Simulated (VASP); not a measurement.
# KCl (P4/mmm) in VASP: a series of runs

The runs below take KCl through electric field gradients, with PBEsol.

Program: VASP 6.6.1. These are calculated values, not measurements. Logs are shortened: lines on timing, memory, paths and dates and some standing lists are left out, and cuts for length are marked.

**1. The cell of the first run**

Symmetry: P4/mmm, No. 123, tetragonal system. Conventional cell: a = 3.561 Å, b = 3.561 Å, c = 3.634 Å, α = 90.00°, β = 90.00°, γ = 90.00°. Within 4.1 Å of K (site symmetry 4/mmm) lie 8 Cl at 3.11 Å and 6 K at 3.56 to 3.63 Å. Within 4.1 Å of Cl (site symmetry 4/mmm) lie 8 K at 3.11 Å and 6 Cl at 3.56 to 3.63 Å.

**2. Electric field gradients, PBEsol (equal xx and yy strain of -2 %)**

File INCAR:

```
SYSTEM = KCl
PREC     = Accurate       ! precision mode
ENCUT    = 400            ! plane-wave cutoff, eV
EDIFF    = 1E-8           ! SCF threshold, eV
ISMEAR   = -1             ! smearing method
SIGMA    = 0.01           ! smearing width, eV
LREAL    = .False.        ! projectors in reciprocal space
LASPH    = .True.         ! aspherical terms in the spheres
NELM     = 120            ! most SCF steps
ALGO     = Normal         ! electronic algorithm
ISIF     = 2              ! what is computed and relaxed
LWAVE    = .False.        ! write WAVECAR
LCHARG   = .False.        ! write CHGCAR
GGA      = PS             ! functional
LEFG     = .True.       
NBANDS   = 15             ! bands
GGA_COMPAT= .False.
```

File KPOINTS:

```
regular mesh
0
Gamma
  7 7 7
  0 0 0
```

File POSCAR:

```
KCl
1.0
    3.5613200000      0.0000000000      0.0000000000
    0.0000000000      3.5613200000      0.0000000000
    0.0000000000      0.0000000000      3.6340000000
K Cl
1 1
Direct
    0.0000000000      0.0000000000      0.0000000000
    0.5000000000      0.5000000000      0.5000000000
```

Potentials or basis: VASP PAW PBE potentials, release 64 (K_sv, Cl).

On the command line:

```sh
$ cat potpaw_PBE.64/K_sv/POTCAR potpaw_PBE.64/Cl/POTCAR > POTCAR
$ mpirun -np 1 vasp_std > vasp.out
```

OUTCAR:

```text
SYSTEM = KCl
   PREC = Accurate
   ENCUT = 400
   EDIFF = 1E-8
   ISMEAR = -1
   LREAL = .False.
   LASPH = .True.
   NELM = 120
   ISIF = 2
   GGA = PS

 ion  position               nearest neighbor table
   1  0.000  0.000  0.000-   2 3.11   2 3.11   2 3.11   2 3.11   2 3.11   2 3.11   2 3.11   2 3.11

   2  0.500  0.500  0.500-   1 3.11   1 3.11   1 3.11   1 3.11   1 3.11   1 3.11   1 3.11   1 3.11

  LATTYP: Found a simple tetragonal cell.
 ALAT       =     3.5613200000
 C/A-ratio  =     1.0204081633

  Lattice vectors:

 A1 = (   3.5613200000,   0.0000000000,   0.0000000000)
 A2 = (   0.0000000000,   3.5613200000,   0.0000000000)
 A3 = (   0.0000000000,   0.0000000000,   3.6340000000)

Analysis of symmetry for initial positions (statically):
=====================================================================
 Subroutine PRICEL returns:
 Original cell was already a primitive cell.

 Routine SETGRP: Setting up the symmetry group for a
 simple tetragonal supercell.

 Subroutine GETGRP returns: Found 16 space group operations
 (whereof 16 operations were pure point group operations)
 out of a pool of 16 trial point group operations.

The static configuration has the point symmetry D_4h.

Analysis of symmetry for dynamics (positions and initial velocities):
=====================================================================
 Subroutine PRICEL returns:
 Original cell was already a primitive cell.

 Routine SETGRP: Setting up the symmetry group for a
 simple tetragonal supercell.

 Subroutine GETGRP returns: Found 16 space group operations
 (whereof 16 operations were pure point group operations)
 out of a pool of 16 trial point group operations.

The dynamic configuration has the point symmetry D_4h.

 Subroutine INISYM returns: Found 16 space group operations
 (whereof 16 operations are pure point group operations),
 and found     1 'primitive' translations

----------------------------------------------------------------------------------------

                                     Primitive cell

  volume of cell :      46.0900

  direct lattice vectors                    reciprocal lattice vectors
     3.561320000  0.000000000  0.000000000     0.280794761  0.000000000  0.000000000
     0.000000000  3.561320000  0.000000000     0.000000000  0.280794761  0.000000000
     0.000000000  0.000000000  3.634000000     0.000000000  0.000000000  0.275178866

  length of vectors
     3.561320000  3.561320000  3.634000000     0.280794761  0.280794761  0.275178866

  position of ions in fractional coordinates (direct lattice)
     0.000000000  0.000000000  0.000000000
     0.500000000  0.500000000  0.500000000

  ion indices of the primitive-cell ions
   primitive index   ion index
                 1           1
                 2           2

----------------------------------------------------------------------------------------

 KPOINTS: regular mesh

Automatic generation of k-mesh.
 Grid dimensions read from file:
 generate k-points for:    7    7    7

 Generating k-lattice:

  Cartesian coordinates                     Fractional coordinates (reciprocal lattice)
     0.040113537  0.000000000  0.000000000     0.142857143  0.000000000  0.000000000
     0.000000000  0.040113537  0.000000000     0.000000000  0.142857143  0.000000000
     0.000000000  0.000000000  0.039311267     0.000000000  0.000000000  0.142857143

  Length of vectors
     0.040113537  0.040113537  0.039311267

  Shift w.r.t. Gamma in fractional coordinates (k-lattice)
     0.000000000  0.000000000  0.000000000

 Subroutine IBZKPT returns following result:
 ===========================================

 Found     40 irreducible k-points:

 Following reciprocal coordinates:
[... 33 lines left out ...]
   NGXF,Y,Z  is equivalent  to a cutoff of  22.41, 22.41, 21.96 a.u.
 SYSTEM =  KCl
   PREC   = accura    normal or accurate (medium, high low for compatibility)
   ISTART =      0    job   : 0-new  1-cont  2-samecut
   ICHARG =      2    charge: 1-file 2-atom 10-const
   ISPIN  =      1    spin polarized calculation?
   LNONCOLLINEAR =      F non collinear calculations
   LSORBIT =      F    spin-orbit coupling
   LASPH  =      T    aspherical Exc in radial PAW
   ENCUT  =  400.0 eV  29.40 Ry    5.42 a.u.   5.81  5.81  5.93*2*pi/ulx,y,z
   NELM   =    120;   NELMIN=  2; NELMDL= -5     # of ELM steps
   EDIFF  = 0.1E-07   stopping-criterion for ELM
   LREAL  =      F    real-space projection
   EDIFFG = 0.1E-06   stopping-criterion for IOM
   NSW    =      0    number of steps for IOM
   IBRION =     -1    ionic relax: 0-MD 1-quasi-New 2-CG
   NFREE  =      0    steps in history (QN), initial steepest desc. (CG)
   ISIF   =      2    stress and relaxation
   ISYM   =      2    0-nonsym 1-usesym 2-fastsym
   POTIM  = 0.5000    time-step for ionic-motion
   TEBEG  =    0.0;   TEEND  =   0.0 temperature during run
   PSTRESS=    0.0 pullay stress
   NELECT =      16.0000    total number of electrons
   NUPDOWN=      -1.0000    fix difference up-down
   EMIN   =  10.00;   EMAX   =-10.00  energy-range for DOS
   EFERMI =   0.00;   METHOD = LEGACY
   ISMEAR =    -1;   SIGMA  =   0.01  broadening in eV -4-tet -1-fermi 0-gaus
   EFERMI_NEDOS =   21; number of points for ismear=-14 and -15
   IALGO  =     38    algorithm
   IMIX   =      4    mixing-type and parameters
     AMIX     =   0.40;   BMIX     =  1.00
     AMIX_MAG =   1.60;   BMIX_MAG =  1.00
  volume/ion in A,a.u.               =      23.05       155.52
  Fermi-wavevector in a.u.,A,eV,Ry     =   1.150569  2.174259 18.011503  1.323808
  Thomas-Fermi vector in A             =   2.287232
   LORBIT       =      0    0 simple, 1 ext, 2 COOP (PROOUT), +10 PAW based schemes
   GGA     = PS    functional components
   LHFCALC =     F    Hartree Fock is set to
   AEXX    =    0.0000 exact exchange contribution
   IVDW    =     0    specifies the selected vdW correction
   LEPSILON=     F    determine dielectric tensor
   LRPA    =     F    only Hartree local field effects (RPA)
 non-spin polarized calculation
  energy-cutoff  :      400.00
  volume of cell :       46.09
 maximum number of plane-waves:       848
 NGX is ok and might be reduce to    24
   NGX = 11   NGY = 11   NGZ = 11

 number of electron      16.0000002 magnetization

 Free energy of the ion-electron system (eV)
  ---------------------------------------------------
  ext. energy  EPLUGINS =         0.00000000
  ---------------------------------------------------
  free energy    TOTEN  =        -6.84602295 eV

  energy without entropy =       -6.84602295  energy(sigma->0) =       -6.84602295

 E-fermi :   0.5519     XC(G=0):  -9.2235

 val. band max:        0.2535514471   @ k =   0.4286   0.0000   0.4286
 cond. band min:       5.8150086172   @ k =   0.0000   0.0000   0.0000
 fundamental gap:      5.5614571700
 Fermi energy:         0.5519292484

 k-point     1 :       0.0000    0.0000    0.0000
  band No.  band energies     occupation
      1     -27.3678      2.00000
      2     -12.7583      2.00000
      3     -10.7809      2.00000
      4     -10.7551      2.00000
      5     -10.7551      2.00000
      6      -0.0817      2.00000
      7       0.0514      2.00000
      8       0.0514      2.00000
      9       5.8150      0.00000
     10       6.3472      0.00000
     11       6.4349      0.00000
     12      11.3122      0.00000
     13      11.3122      0.00000
     14      11.4883      0.00000
[... 401 lines left out ...]
      2     -12.6770      2.00000
      3     -11.0344      2.00000
      4     -10.8365      2.00000
      5     -10.6631      2.00000
      6      -1.6216      2.00000
      7      -0.9104      2.00000
      8       0.1534      2.00000
      9       7.1726      0.00000
     10       8.1262      0.00000
     11       9.8172      0.00000
     12      10.2414      0.00000
     13      10.4110      0.00000
     14      11.5996      0.00000
     15      13.0980      0.00000

 [... further k-points ...]

------------------------ aborting loop because EDIFF is reached ----------------------------------------

  FORCE on cell =-STRESS in cart. coord.  units (eV):
  Direction    XX          YY          ZZ          XY          YZ          ZX
  --------------------------------------------------------------------------------------
  -------------------------------------------------------------------------------------
  Total        1.2158949      1.2158949      0.9087287      0.0000000     -0.0000000     -0.0000000
  in kB       42.2668312     42.2668312     31.5891488      0.0000000     -0.0000000     -0.0000000
  external PRESSURE =      38.7076037 kB  Pullay stress =       0.0000000 kB

 VOLUME and BASIS-vectors are now :
 -----------------------------------------------------------------------------
  energy-cutoff  :      400.00
  volume of cell :       46.09
      direct lattice vectors                 reciprocal lattice vectors
     3.561320000  0.000000000  0.000000000     0.280794761  0.000000000  0.000000000
     0.000000000  3.561320000  0.000000000     0.000000000  0.280794761  0.000000000
     0.000000000  0.000000000  3.634000000     0.000000000  0.000000000  0.275178866

 POSITION                                       TOTAL-FORCE (eV/Angst)
 -----------------------------------------------------------------------------------
      0.00000      0.00000      0.00000         0.000000      0.000000      0.000000
      1.78066      1.78066      1.81700         0.000000      0.000000      0.000000
 -----------------------------------------------------------------------------------
    total drift:                                0.000000      0.000000     -0.000000

  FREE ENERGIE OF THE ION-ELECTRON SYSTEM (eV)
  ---------------------------------------------------
  free  energy   TOTEN  =        -6.8460229481 eV

  energy  without entropy=       -6.8460229481  energy(sigma->0) =       -6.84602295

 Electric field gradients (V/A^2)
---------------------------------------------------------------------
 ion       V_xx      V_yy      V_zz      V_xy      V_xz      V_yz
---------------------------------------------------------------------
   1       1.416     1.416    -2.832     0.000    -0.000     0.000
   2      -2.643    -2.643     5.287     0.000    -0.000    -0.000
---------------------------------------------------------------------

 Electric field gradients after diagonalization (V/A^2)
 (convention: |V_zz| > |V_xx| > |V_yy|)
----------------------------------------------------------------------
 ion       V_xx      V_yy      V_zz     asymmetry (V_yy - V_xx)/ V_zz
----------------------------------------------------------------------
   1       1.416     1.416    -2.832       0.000
   2      -2.643    -2.643     5.287       0.000
----------------------------------------------------------------------

           NMR quadrupolar parameters

 Cq : quadrupolar parameter    Cq=e*Q*V_zz/h
 eta: asymmetry parameters     (V_yy - V_xx)/ V_zz
 Q  : nuclear electric quadrupole moment in mb (millibarn)
----------------------------------------------------------------------
 ion       Cq(MHz)       eta       Q (mb)
----------------------------------------------------------------------
   1      -0.007       0.000       1.000
   2       0.013       0.000       1.000
----------------------------------------------------------------------
```

Wall time 18 s (1 thread of Intel Xeon 8259CL, shared host); peak memory 0.14 GiB.

Results:

* Free energy: -6.8460 eV
* Pressure: 3.9 GPa
* Band gap on the k mesh: 5.56 eV (least direct gap 5.76 eV)
* Largest electric field gradient by atom: K -2.8; Cl +5.3 V/Å²

Electric field gradients, principal values (V/Å²):
| atom | least | middle | greatest (by size) |
| --- | --- | --- | --- |
| 1 K | 1.416 | 1.416 | -2.832 |
| 2 Cl | -2.643 | -2.643 | 5.287 |

Caveat: the cell differs from its parent crystal (equal xx and yy strain of -2 %); the cell stands under pressure; without QUAD_EFG the Cq values of the log hold for a quadrupole moment of 1 mb, not for the nuclei; the PAW data sets were made with another functional, which shifts forces and pressure a little. A k mesh can miss the band edges.

**3. Electric field gradients, PBEsol (equal xx and yy strain of -2 %)**

File INCAR:

```
ALGO = Normal ; EDIFF = 1E-8
ENCUT = 400 ; GGA = PS
GGA_COMPAT = False ; ISIF = 2
ISMEAR = -1 ; LASPH = True
LCHARG = False ; LEFG = True
LREAL = False ; LWAVE = False
NBANDS = 15 ; NELM = 120
PREC = Accurate ; SIGMA = 0.01
```

File KPOINTS:

```
k-points
0
Gamma
  7 7 7
```

POSCAR is that of step 2.

Potentials or basis: VASP PAW PBE potentials, release 64 (K_sv, Cl).

On the command line:

```sh
$ cat potpaw_PBE.64/K_sv/POTCAR potpaw_PBE.64/Cl/POTCAR > POTCAR
$ mpirun -np 1 vasp_std > vasp.out
```

OUTCAR:

```text
EDIFF = 1E-8
   ENCUT = 400
   GGA = PS
   ISIF = 2
   ISMEAR = -1
   LASPH = True
   LREAL = False
   NELM = 120
   PREC = Accurate

 ion  position               nearest neighbor table
   1  0.000  0.000  0.000-   2 3.11   2 3.11   2 3.11   2 3.11   2 3.11   2 3.11   2 3.11   2 3.11

   2  0.500  0.500  0.500-   1 3.11   1 3.11   1 3.11   1 3.11   1 3.11   1 3.11   1 3.11   1 3.11

  LATTYP: Found a simple tetragonal cell.
 ALAT       =     3.5613200000
 C/A-ratio  =     1.0204081633

  Lattice vectors:

 A1 = (   3.5613200000,   0.0000000000,   0.0000000000)
 A2 = (   0.0000000000,   3.5613200000,   0.0000000000)
 A3 = (   0.0000000000,   0.0000000000,   3.6340000000)

Analysis of symmetry for initial positions (statically):
=====================================================================
 Subroutine PRICEL returns:
 Original cell was already a primitive cell.

 Routine SETGRP: Setting up the symmetry group for a
 simple tetragonal supercell.

 Subroutine GETGRP returns: Found 16 space group operations
 (whereof 16 operations were pure point group operations)
 out of a pool of 16 trial point group operations.

The static configuration has the point symmetry D_4h.

Analysis of symmetry for dynamics (positions and initial velocities):
=====================================================================
 Subroutine PRICEL returns:
 Original cell was already a primitive cell.

 Routine SETGRP: Setting up the symmetry group for a
 simple tetragonal supercell.

 Subroutine GETGRP returns: Found 16 space group operations
 (whereof 16 operations were pure point group operations)
[... 578 lines left out ...]
      6      -1.6216      2.00000
      7      -0.9104      2.00000
      8       0.1534      2.00000
      9       7.1726      0.00000
     10       8.1262      0.00000
     11       9.8172      0.00000
     12      10.2414      0.00000
     13      10.4110      0.00000
     14      11.5996      0.00000
     15      13.0980      0.00000

 [... further k-points ...]

------------------------ aborting loop because EDIFF is reached ----------------------------------------

  FORCE on cell =-STRESS in cart. coord.  units (eV):
  Direction    XX          YY          ZZ          XY          YZ          ZX
  --------------------------------------------------------------------------------------
  -------------------------------------------------------------------------------------
  Total        1.2158949      1.2158949      0.9087287      0.0000000     -0.0000000     -0.0000000
  in kB       42.2668312     42.2668312     31.5891488      0.0000000     -0.0000000     -0.0000000
  external PRESSURE =      38.7076037 kB  Pullay stress =       0.0000000 kB

 VOLUME and BASIS-vectors are now :
 -----------------------------------------------------------------------------
  energy-cutoff  :      400.00
  volume of cell :       46.09
      direct lattice vectors                 reciprocal lattice vectors
     3.561320000  0.000000000  0.000000000     0.280794761  0.000000000  0.000000000
     0.000000000  3.561320000  0.000000000     0.000000000  0.280794761  0.000000000
     0.000000000  0.000000000  3.634000000     0.000000000  0.000000000  0.275178866

 POSITION                                       TOTAL-FORCE (eV/Angst)
 -----------------------------------------------------------------------------------
      0.00000      0.00000      0.00000         0.000000      0.000000      0.000000
      1.78066      1.78066      1.81700         0.000000      0.000000      0.000000
 -----------------------------------------------------------------------------------
    total drift:                                0.000000      0.000000     -0.000000

  FREE ENERGIE OF THE ION-ELECTRON SYSTEM (eV)
  ---------------------------------------------------
  free  energy   TOTEN  =        -6.8460229481 eV

  energy  without entropy=       -6.8460229481  energy(sigma->0) =       -6.84602295

 Electric field gradients (V/A^2)
---------------------------------------------------------------------
 ion       V_xx      V_yy      V_zz      V_xy      V_xz      V_yz
---------------------------------------------------------------------
   1       1.416     1.416    -2.832     0.000    -0.000     0.000
   2      -2.643    -2.643     5.287     0.000    -0.000    -0.000
---------------------------------------------------------------------

 Electric field gradients after diagonalization (V/A^2)
 (convention: |V_zz| > |V_xx| > |V_yy|)
----------------------------------------------------------------------
 ion       V_xx      V_yy      V_zz     asymmetry (V_yy - V_xx)/ V_zz
----------------------------------------------------------------------
   1       1.416     1.416    -2.832       0.000
   2      -2.643    -2.643     5.287       0.000
----------------------------------------------------------------------

           NMR quadrupolar parameters

 Cq : quadrupolar parameter    Cq=e*Q*V_zz/h
 eta: asymmetry parameters     (V_yy - V_xx)/ V_zz
 Q  : nuclear electric quadrupole moment in mb (millibarn)
----------------------------------------------------------------------
 ion       Cq(MHz)       eta       Q (mb)
----------------------------------------------------------------------
   1      -0.007       0.000       1.000
   2       0.013       0.000       1.000
----------------------------------------------------------------------
```

It took 21 s on 1 thread of Intel Xeon 8259CL, shared host; peak memory 0.14 GiB.

Results:

* Free energy: -6.8460 eV
* Pressure: 3.9 GPa
* Band gap on the k mesh: 5.56 eV (least direct gap 5.76 eV)
* Largest electric field gradient by atom: K -2.8; Cl +5.3 V/Å²

Levels at points of the mesh, in eV from the valence-band top:
| k point | band 4 | band 5 | band 6 | band 7 | band 8 | band 9 | band 10 | band 11 | band 12 | band 13 |
| --- | --- | --- | --- | --- | --- | --- | --- | --- | --- | --- |
| (0.00, 0.00, 0.00) | -11.01 | -11.01 | -0.34 | -0.20 | -0.20 | 5.56 | 6.09 | 6.18 | 11.06 | 11.06 |

Electric field gradients, principal values (V/Å²):
```csv
atom,least,middle,greatest (by size)
1 K,1.416,1.416,-2.832
2 Cl,-2.643,-2.643,5.287
```

Caveat: the cell differs from its parent crystal (equal xx and yy strain of -2 %); the cell stands under pressure; without QUAD_EFG the Cq values of the log hold for a quadrupole moment of 1 mb, not for the nuclei; the PAW data sets were made with another functional, which shifts forces and pressure a little. A k mesh can miss the band edges.

(Continued in part 2 of 3.)
